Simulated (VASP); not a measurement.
Write the native input for VASP 6.6.1 that does the following.

```yaml
Task: single point
Functional: PBE
Potentials_or_basis: VASP PAW PBE potentials, release 64 (Mg, O)
Cutoff: 520 eV
k_mesh: 9 × 9 × 6
Occupations: gaussian, width 0.05 eV
Spin: no spin polarisation
Dipole_correction: no
Further_INCAR_settings: ALGO = Normal; EDIFF = 1e-07; NBANDS = 16
```

The structure of MgO lies in POSCAR:

```
MgO
1.0
    3.5474000000      0.0000000000      0.0000000000
   -1.7737000000      3.0721385174      0.0000000000
    0.0000000000      0.0000000000      5.2581000000
Mg O
2 2
Direct
    0.3333333333      0.6666666667      0.0063188013
    0.6666666667      0.3333333333      0.5063188013
    0.3333333333      0.6666666667      0.3982811987
    0.6666666667      0.3333333333      0.8982811987
```

The input as run:

INCAR

```
SYSTEM = MgO
ALGO = Normal ; EDIFF = 1E-7
ENCUT = 520 ; GGA = PE
ISIF = 2 ; ISMEAR = 0
LASPH = .TRUE. ; LCHARG = .FALSE.
LREAL = .FALSE. ; LWAVE = .FALSE.
NBANDS = 16 ; NELM = 100
PREC = Accurate ; SIGMA = 0.05
```

KPOINTS

```
k-points
0
G
  9 9 6
  0 0 0
```

Potentials or basis: VASP PAW PBE potentials, release 64 (Mg, O).

Command:

```bash
$ cat potpaw_PBE.64/Mg/POTCAR potpaw_PBE.64/O/POTCAR > POTCAR
$ mpirun -np 1 vasp_std > vasp.out
```

Results of the run:

```json
{
  "Pressure": "-13.9 GPa",
  "Largest force": "0.088 eV/Å",
  "Band gap on the k mesh": "2.54 eV, direct"
}
```

It took 21 s on 1 thread of Intel(R) Xeon(R) 6975P-C (Granite Rapids), with other jobs on the host, peak memory 0.19 GiB.
